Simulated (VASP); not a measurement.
Wanted: the native input for a VASP 6.6.1 run.

```yaml
Task: single point
Functional: r2SCAN
Potentials_or_basis: VASP PAW PBE potentials, release 64 (Hf_pv)
Cutoff: 520 eV
k_mesh: 12 × 12 × 12
Occupations: fermi-dirac, width 0.1 eV
Spin: no spin polarisation
Dipole_correction: no
Further_INCAR_settings: ALGO = Normal; EDIFF = 1e-07; NBANDS = 11
```

Crystal: Hf.

```xyz
1
Lattice="2.7791 0.0000 0.0000 0.0000 2.7791 0.0000 0.0000 0.0000 2.7791" Properties=species:S:1:pos:R:3 pbc="T T T"
Hf    0.0000    0.0000    0.0000
```

This isn't the form of Hf at room conditions, which is hcp.

The input as run:

POSCAR

```
Hf
1.0
    2.7790874647      0.0000000000      0.0000000000
    0.0000000000      2.7790874647      0.0000000000
    0.0000000000      0.0000000000      2.7790874647
Hf
1
Direct
    0.0000000000      0.0000000000      0.0000000000
```

INCAR.step1

```
  PREC = Accurate
  ENCUT = 520
  ISMEAR = -1
  SIGMA = 0.1
  LREAL = F
  LASPH = T
  NELM = 60
  NBANDS = 11
  GGA = PE
  ALGO = Normal
  EDIFF = 1E-4
  LWAVE = T
  LCHARG = F
```

INCAR.step2

```
  PREC = Accurate
  ENCUT = 520
  EDIFF = 1E-7
  ISMEAR = -1
  SIGMA = 0.1
  LREAL = F
  LASPH = T
  NELM = 60
  ALGO = Normal
  ISIF = 2
  LWAVE = F
  LCHARG = F
  METAGGA = R2SCAN
  LMIXTAU = T
  NBANDS = 11
  ISTART = 1
```

KPOINTS

```
regular mesh
0
Gamma
  12 12 12
```

Potentials or basis: VASP PAW PBE potentials, release 64 (Hf_pv).

Launch:

```bash
$ cat potpaw_PBE.64/Hf_pv/POTCAR > POTCAR
$ cp INCAR.step1 INCAR
$ mpirun -np 1 vasp_std > vasp.out
$ cp INCAR.step2 INCAR
$ mpirun -np 1 vasp_std > vasp.out
```

Results of the run:

```yaml
Pressure: 11.7 GPa
Band_gap_on_the_k_mesh: zero (bands 5 and 6 overlap by 3.06 eV)
```

Caveat: the cell stands under pressure; the PAW data sets were made with another functional, which shifts forces and pressure a little; spin-orbit coupling is left out, which moves the levels of the heavy elements.

Run time: 46 s on 1 thread of Intel(R) Xeon(R) Platinum 8259CL CPU @ 2.50GHz (Skylake/Cascade Lake), on a shared host, peak memory 0.16 GiB.
